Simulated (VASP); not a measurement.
Runs of VASP 6.6.1 on Hf4H3. The structure is that of space group P3m1 (No. 156), or close to it. The cells are those of the table. 

```csv
task,cell,k mesh,cutoff (eV),smearing,gap on the mesh (eV),pressure (GPa),largest force (eV/Å)
single point,"a = 3.227, b = 3.227, c = 10.835 Å, angles 90.0, 90.0, 120.0°, 7 atoms",6 × 6 × 2,520,gaussian 0.2 eV,none,-0.6,0.04
single point,"a = 3.231, b = 3.231, c = 10.817 Å, angles 90.0, 90.0, 120.0°, 7 atoms",6 × 6 × 2,520,gaussian 0.2 eV,none,(a),0.05
single point,"a = 3.231, b = 3.231, c = 10.817 Å, angles 90.0, 90.0, 120.0°, 7 atoms",12 × 12 × 4,520,gaussian 0.1 eV,none,-0.6,0.01
relaxation of cell and atoms,"relaxed from a = 3.230, b = 3.230, c = 10.770 Å, angles 90.0, 90.0, 120.0°, 7 atoms",6 × 6 × 2,600,gaussian 0.2 eV,none,-0.4,0.07
```

Alike in all rows: level PBE; potentials or basis VASP PAW PBE potentials, release 64 (Hf_pv, H); no spin polarisation.

**Question.** Estimate the missing entries.

**Answer.** (a) -0.7.

Caveats: some runs use coarse meshes; spin-orbit coupling is left out, which moves the levels of the heavy elements; the relaxation stopped at a loose force limit of 0.08 eV/Å, so its end isn't a converged minimum (some runs).

A k mesh can miss the band edges, and the runs leave out spin-orbit coupling on Hf.

A gap of «none» marks levels without a gap at the run's occupations.
